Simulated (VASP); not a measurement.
A run of VASP 6.6.1:

The input INCAR:

```
  ALGO = Normal
  EDIFF = 1E-6
  ENCUT = 750
  GGA = PS
  GGA_COMPAT = False
  ISIF = 2
  ISMEAR = 0
  LASPH = True
  LCHARG = True
  LELF = True
  LREAL = False
  LVHAR = True
  LWAVE = False
  NBANDS = 23
  NELM = 120
  PREC = Accurate
  SIGMA = 0.1
```

The input KPOINTS:

```
k-points
0
Gamma
  5 5 5
```

File POSCAR:

```
K3Li
1.0
    0.0000000000      4.8170619581      4.8170619581
    4.8170619581      0.0000000000      4.8170619581
    4.8170619581      4.8170619581      0.0000000000
Li K
1 3
Direct
    0.0000000000      0.0000000000      0.0000000000
    0.5000000000      0.5000000000      0.5000000000
    0.2500000000      0.2500000000      0.2500000000
    0.7500000000      0.7500000000      0.7500000000
```

Potentials or basis: VASP PAW PBE potentials, release 64 (Li_sv, K_sv).

Launch:

```console
$ cat potpaw_PBE.64/Li_sv/POTCAR potpaw_PBE.64/K_sv/POTCAR > POTCAR
$ mpirun -np 1 vasp_std > vasp.out
```

Hardware: 1 thread of Intel(R) Xeon(R) Platinum 8259CL CPU @ 2.50GHz (Skylake/Cascade Lake), with other jobs on the host.

Question: How long does it take, and how much memory?

Answer: It took 3.6 min on 1 thread of Intel(R) Xeon(R) Platinum 8259CL CPU @ 2.50GHz (Skylake/Cascade Lake), on a shared host, peak memory 0.57 GiB. Counts: scf iterations 12, k points 10.
